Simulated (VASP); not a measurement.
# Cu (P6_3/mmc) in VASP: notebook, part 2 of 2

VASP 6.6.1. The steps go on from the part before.

**5. Single point, PBE (biaxial strain in the a-b plane: +6.0 %)**

INCAR reads:

```
SYSTEM = Cu
PREC = Accurate
ENCUT = 520
EDIFF = 1E-6
ISMEAR = 0
SIGMA = 0.1
LREAL = .FALSE.
LASPH = .TRUE.
NELM = 100
ALGO = Fast
ISIF = 2
LWAVE = .FALSE.
LCHARG = .FALSE.
GGA = PE
NBANDS = 18
```

KPOINTS reads:

```
Automatic mesh
0
G
  24 24 12
  0 0 0
```

POSCAR reads:

```
Cu
1.0
    2.7220909951      0.0000000000      0.0000000000
   -1.3610454976      2.3573999532      0.0000000000
    0.0000000000      0.0000000000      4.0425611440
Cu
2
Direct
    0.3333333333      0.6666666667      0.2500000000
    0.6666666667      0.3333333333      0.7500000000
```

Potentials or basis: VASP PAW PBE potentials, release 64 (Cu).

The run is started by

```bash
cat potpaw_PBE.64/Cu/POTCAR > POTCAR
mpirun -np 1 vasp_std > vasp.out
```

OUTCAR:

```text
SYSTEM = Cu
   PREC = Accurate
   ENCUT = 520
   EDIFF = 1E-6
   ISMEAR = 0
   LREAL = .FALSE.
   LASPH = .TRUE.
   NELM = 100
   ISIF = 2
   GGA = PE

 ion  position               nearest neighbor table
   1  0.333  0.667  0.250-   2 2.56   2 2.56   2 2.56   2 2.56   2 2.56   2 2.56
   2  0.667  0.333  0.750-   1 2.56   1 2.56   1 2.56   1 2.56   1 2.56   1 2.56

  LATTYP: Found a hexagonal cell.
 ALAT       =     2.7220909951
 C/A-ratio  =     1.4850940513

  Lattice vectors:

 A1 = (   2.7220909951,   0.0000000000,   0.0000000000)
 A2 = (  -1.3610454976,   2.3573999532,   0.0000000000)
 A3 = (   0.0000000000,   0.0000000000,   4.0425611440)

Analysis of symmetry for initial positions (statically):
=====================================================================
 Subroutine PRICEL returns:
 Original cell was already a primitive cell.

 Routine SETGRP: Setting up the symmetry group for a
 hexagonal supercell.

 Subroutine GETGRP returns: Found 24 space group operations
 (whereof 12 operations were pure point group operations)
 out of a pool of 24 trial point group operations.

The static configuration has the point symmetry D_3d.
 The point group associated with its full space group is D_6h.
[... 162 lines left out ...]

 E-fermi :   6.4984     XC(G=0): -12.1840

 val. band max:        6.4682453293   @ k =   0.4583   0.0833   0.0833
 cond. band min:       6.4990894090   @ k =   0.3750   0.1667   0.0833
 fundamental gap:      0.0308440797
 Fermi energy:         6.4983651992

 k-point     1 :       0.0000    0.0000    0.0000
  band No.  band energies     occupation
      1      -2.1807      2.00000
      2       2.0481      2.00000
      3       3.7679      2.00000
      4       3.7679      2.00000
      5       3.9824      2.00000
      6       3.9824      2.00000
[... 481 lines left out ...]
      5       3.5175      2.00000
      6       3.9407      2.00000
[... 10 lines left out ...]
     17      17.5464      0.00000
     18      23.4479      0.00000

 [... further k-points ...]

------------------------ aborting loop because EDIFF is reached ----------------------------------------

  FORCE on cell =-STRESS in cart. coord.  units (eV):
  Direction    XX          YY          ZZ          XY          YZ          ZX
  --------------------------------------------------------------------------------------
  -------------------------------------------------------------------------------------
  Total       -1.6330577     -1.6330577      0.0039756      0.0000000      0.0000000      0.0000000
  in kB     -100.8601480   -100.8601480      0.2455378      0.0000000      0.0000000      0.0000000
  external PRESSURE =     -67.1582527 kB  Pullay stress =       0.0000000 kB

 VOLUME and BASIS-vectors are now :
 -----------------------------------------------------------------------------
  energy-cutoff  :      520.00
  volume of cell :       25.94
      direct lattice vectors                 reciprocal lattice vectors
     2.722090995  0.000000000  0.000000000     0.367364648  0.212098078  0.000000000
    -1.361045498  2.357399953  0.000000000     0.000000000  0.424196157  0.000000000
     0.000000000  0.000000000  4.042561144     0.000000000  0.000000000  0.247367934

 POSITION                                       TOTAL-FORCE (eV/Angst)
 -----------------------------------------------------------------------------------
     -0.00000      1.57160      1.01064        -0.000000      0.000000      0.000000
      1.36105      0.78580      3.03192         0.000000     -0.000000      0.000000
 -----------------------------------------------------------------------------------
    total drift:                               -0.000000      0.000000     -0.000000

  FREE ENERGIE OF THE ION-ELECTRON SYSTEM (eV)
  ---------------------------------------------------
  free  energy   TOTEN  =        -7.3281893661 eV

  energy  without entropy=       -7.3252565712  energy(sigma->0) =       -7.32672297
```

Run time: 1.9 min. Hardware: 1 thread of Intel Xeon Platinum 8559C (Emerald Rapids), shared host; peak memory 0.26 GiB.

What came out:

```yaml
Free_energy: -7.3282 eV
Pressure: -6.7 GPa
Band_gap_on_the_k_mesh: zero (bands 11 and 12 overlap by 5.22 eV)
```

Levels at points of the mesh, in eV from the Fermi level:
| k point | band 8 | band 9 | band 10 | band 11 | band 12 | band 13 | band 14 | band 15 |
| --- | --- | --- | --- | --- | --- | --- | --- | --- |
| (0.00, 0.00, 0.00) | -2.49 | -2.49 | -1.63 | -1.63 | 0.12 | 4.61 | 18.42 | 18.42 |
| (0.50, 0.00, 0.00) | -1.71 | -1.57 | -1.43 | -0.22 | 0.99 | 7.76 | 8.44 | 10.60 |
| (0.00, 0.00, 0.50) | -2.79 | -1.81 | -1.81 | -1.81 | -1.81 | 14.12 | 14.12 | 20.08 |
| (0.50, 0.00, 0.50) | -1.81 | -1.62 | -1.62 | 0.48 | 0.48 | 4.15 | 4.15 | 14.22 |

Caveat: the cell differs from its parent crystal (biaxial strain in the a-b plane: +6.0 %); the cell stands under tension.

**6. Single point, PBE**

This run uses another cell than the first one: it holds 6 atoms, not 2.

INCAR reads:

```
PREC = Accurate ; ENCUT = 520
EDIFF = 1E-6 ; ISMEAR = 0
SIGMA = 0.1 ; LREAL = F
LASPH = T ; NELM = 60
ALGO = Fast ; ISIF = 2
LWAVE = F ; LCHARG = F
GGA = PE ; NBANDS = 42
```

KPOINTS reads:

```
Automatic mesh
0
Gamma
  8 12 12
```

POSCAR reads:

```
Cu
1.0
    0.0000000000      0.0000000000     -4.2124738088
   -3.8424852913     -2.2184599173      0.0000000000
    0.0000000000      4.4369198346      0.0000000000
Cu
6
Direct
    0.7500000000      0.6666666667      0.6666666667
    0.7500000000      1.0000000000      0.3333333333
    0.7500000000      0.3333333333      0.0000000000
    0.2500000000      0.3333333333      0.3333333333
    0.2500000000      0.6666666667      1.0000000000
    0.2500000000      1.0000000000      0.6666666667
```

Potentials or basis: VASP PAW PBE potentials, release 64 (Cu).

The run is started by

```bash
cat potpaw_PBE.64/Cu/POTCAR > POTCAR
mpirun -np 1 vasp_std > vasp.out
```

Wall time 8.9 min (1 thread of Intel Xeon 8259CL, shared host); peak memory 0.33 GiB.

Results (log left out):

| Quantity | Value |
| --- | --- |
| Free energy | -22.3269 eV |
| Pressure | 0.7 GPa |
| Band gap on the k mesh | zero (bands 33 and 34 overlap by 5.32 eV) |

Levels at points of the mesh, in eV from the Fermi level:
| k point | band 29 | band 30 | band 31 | band 32 | band 33 | band 34 | band 35 | band 36 | band 37 | band 38 |
| --- | --- | --- | --- | --- | --- | --- | --- | --- | --- | --- |
| (0.00, 0.00, 0.00) | -1.74 | -1.70 | -1.70 | -1.01 | 3.04 | 3.04 | 3.41 | 3.41 | 3.41 | 3.41 |
| (0.50, 0.00, 0.00) | -1.67 | -1.67 | -1.67 | -1.67 | 4.07 | 4.07 | 4.07 | 4.07 | 5.52 | 5.52 |
| (0.00, 0.50, 0.00) | -1.65 | -1.60 | -1.58 | -1.51 | 0.03 | 1.57 | 3.55 | 3.55 | 4.66 | 4.66 |
| (0.50, 0.50, 0.00) | -1.55 | -1.55 | -1.25 | -1.25 | -1.25 | -1.25 | 0.53 | 0.53 | 4.80 | 4.80 |

**7. Summary**

```tsv
potentials or basis	cell	k mesh	cutoff (eV)	gap on the mesh (eV)	pressure (GPa)
VASP PAW PBE potentials, release 64 (Cu_sv_GW)	a = 2.568, b = 2.568, c = 4.194 Å, angles 90.0, 90.0, 120.0°, 2 atoms, atomic positions A	24 × 24 × 12	700	none	-5.1
VASP PAW PBE potentials, release 64 (Cu)	a = 2.671, b = 2.671, c = 4.093 Å, angles 90.0, 90.0, 120.0°, 2 atoms, atomic positions A	24 × 24 × 12	520	none	-5.0
VASP PAW PBE potentials, release 64 (Cu)	a = 2.722, b = 2.722, c = 4.021 Å, angles 90.0, 90.0, 120.0°, 2 atoms, atomic positions A	24 × 24 × 12	520	none	-6.0
VASP PAW PBE potentials, release 64 (Cu)	a = 2.722, b = 2.722, c = 4.043 Å, angles 90.0, 90.0, 120.0°, 2 atoms, atomic positions A	24 × 24 × 12	520	none	-6.7
VASP PAW PBE potentials, release 64 (Cu)	a = 4.212, b = 4.437, c = 4.437 Å, angles 120.0, 90.0, 90.0°, 6 atoms, atomic positions B	8 × 12 × 12	520	none	0.7
```

Alike in all rows: task single point; level PBE; no spin polarisation; smearing gaussian 0.1 eV.

Caveats: the cell stands under tension (at least some runs).

Total energies depend on the potentials used, so only differences within one code and one set of settings carry meaning.
